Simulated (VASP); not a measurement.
Wanted: the native input for a VASP 6.6.1 run.

```
Task                               : single point
Functional                         : PBE-based screened hybrid
Potentials or basis                : VASP PAW PBE potentials, release 64 (Cd, Se)
Cutoff                             : 400 eV
k mesh                             : 3 × 3 × 3
Occupations                        : gaussian, width 0.01 eV
Spin                               : no spin polarisation
Dipole correction                  : no
Grid for exact exchange (PRECFOCK) : Normal
Share of exact exchange            : 0.05
Further INCAR settings             : ALGO = Normal; EDIFF = 1e-06; NBANDS = 16
Screening parameter                : 0.20787 1/Å
```

The system is CdSe.

```
Cd Se
1.0
     0.00000    3.07027    3.07027
     3.07027    0.00000    3.07027
     3.07027    3.07027    0.00000
Cd Se
1 1
Cartesian
  0.0000 0.0000 0.0000
  4.6054 4.6054 4.6054
```

One way to write it, as run:

POSCAR

```
CdSe
1.0
    0.0000000000      3.0702710000      3.0702710000
    3.0702710000      0.0000000000      3.0702710000
    3.0702710000      3.0702710000      0.0000000000
Cd Se
1 1
Direct
    0.0000000000      0.0000000000      0.0000000000
    0.7500000000      0.7500000000      0.7500000000
```

INCAR.step1

```
SYSTEM = CdSe
PREC = Accurate
ENCUT = 400
EDIFF = 1E-5
ISMEAR = 0
SIGMA = 0.01
LREAL = .FALSE.
LASPH = .TRUE.
NELM = 120
ALGO = Normal
ISIF = 2
LWAVE = .TRUE.
GGA = PE
NBANDS = 16
GGA_COMPAT = .FALSE.
```

INCAR.step2

```
SYSTEM = CdSe
PREC = Accurate
ENCUT = 400
EDIFF = 1E-6
ISMEAR = 0
SIGMA = 0.01
LREAL = .FALSE.
LASPH = .TRUE.
NELM = 120
ALGO = Normal
ISIF = 2
LWAVE = .FALSE.
LCHARG = .TRUE.
GGA = PE
LHFCALC = .TRUE.
AEXX = 0.05
HFSCREEN = 0.20786987370883472
PRECFOCK = Normal
LELF = .TRUE.
LVHAR = .TRUE.
ISTART = 1
NBANDS = 16
GGA_COMPAT = .FALSE.
```

KPOINTS

```
Automatic mesh
0
G
  3 3 3
  0 0 0
```

Potentials or basis: VASP PAW PBE potentials, release 64 (Cd, Se).

Launch:

```sh
$ cat potpaw_PBE.64/Cd/POTCAR potpaw_PBE.64/Se/POTCAR > POTCAR
$ cp INCAR.step1 INCAR
$ mpirun -np 1 vasp_std > vasp.out
$ cp INCAR.step2 INCAR
$ mpirun -np 1 vasp_std > vasp.out
```

Results of the run:

```
Pressure               : 1.6 GPa
Band gap on the k mesh : 0.70 eV, direct
```

Caveat: the k points lie up to 0.59 Å⁻¹ apart; the PAW data sets were made with another functional, which shifts forces and pressure a little.

It took 35 s on 1 thread of Intel(R) Xeon(R) 6975P-C (Granite Rapids) (shared host), peak memory 0.26 GiB.
